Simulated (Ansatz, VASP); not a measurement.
**Ga4P in VASP and in Ansatz**

The input INCAR:

```
PREC = Accurate
ENCUT = 520
EDIFF = 1E-6
ISMEAR = 0
SIGMA = 0.1
LREAL = F
LASPH = T
NELM = 100
ALGO = Normal
ISIF = 2
LWAVE = F
LCHARG = T
GGA = PE
LELF = T
LVHAR = T
NBANDS = 36
```

File KPOINTS:

```
regular mesh
0
Gamma
  10 10 10
```

The input POSCAR:

```
Ga4P
1.0
   -2.9757605231      2.9757605231      2.9757605231
    2.9757605231     -2.9757605231      2.9757605231
    2.9757605231      2.9757605231     -2.9757605231
Ga P
4 1
Direct
    0.0000000000      0.0000000000      0.5000000000
    0.5000000000      0.0000000000      0.0000000000
    0.5000000000      0.5000000000      0.5000000000
    0.0000000000      0.5000000000      0.0000000000
    0.0000000000      0.0000000000      0.0000000000
```

Input for Ansatz:

```yaml
crystal:
  lattice:
    - [-2.9757605231, 2.9757605231, 2.9757605231]
    - [2.9757605231, -2.9757605231, 2.9757605231]
    - [2.9757605231, 2.9757605231, -2.9757605231]
  atoms:
    - { symbol: Ga, position: [0.0, 0.0, 0.5] }
    - { symbol: Ga, position: [0.5, 0.0, 0.0] }
    - { symbol: Ga, position: [0.5, 0.5, 0.5] }
    - { symbol: Ga, position: [0.0, 0.5, 0.0] }
    - { symbol: P, position: [0.0, 0.0, 0.0] }
basis:
  ecutwfc: 420
kpoints:
  mp_grid: { grid: [10, 10, 10] }
  band_path:
    path:
      - [[0.0, 0.0, 0.0], [0.5, -0.5, 0.5], [0.0, 0.0, 0.5], [0.0, 0.0, 0.0], [0.25, 0.25, 0.25], [0.5, -0.5, 0.5]]
      - [[0.25, 0.25, 0.25], [0.0, 0.0, 0.5]]
    npoints: 14
hamiltonian:
  xc: pbe
scf:
  occupations: { method: gaussian, width: 0.1 }
  n_extra_bands: 12
output:
  forces: true
  stress: true
  eigenvalues: true
  populations: true
  dos: { projected: true, de: 0.02, nscf_kmesh: { grid: [12, 12, 12] } }
  bader: true
  write_density: true
  write_potential: true
  elf: true
  volumetric_format: npy
```

Alike in both runs: task single point; functional PBE; k mesh 10 × 10 × 10; occupations gaussian, width 0.1 eV; no spin polarisation.

|  | VASP | Ansatz |
| --- | --- | --- |
| version | VASP 6.6.1 | Ansatz 0.2.0 |
| potentials or method | VASP PAW PBE potentials, release 64 (Ga_d, P), cutoff 520 eV | scalar-relativistic, plane waves, PAW |
| valence electrons in the cell | 57 | 57 |

```csv
,VASP,Ansatz,Ansatz less VASP
gap on the k mesh at the Fermi level (eV),none,none,-
pressure (GPa),0.1,0.0,-0.07
```

A gap of «none» marks a metal or a gap that the smearing closes.
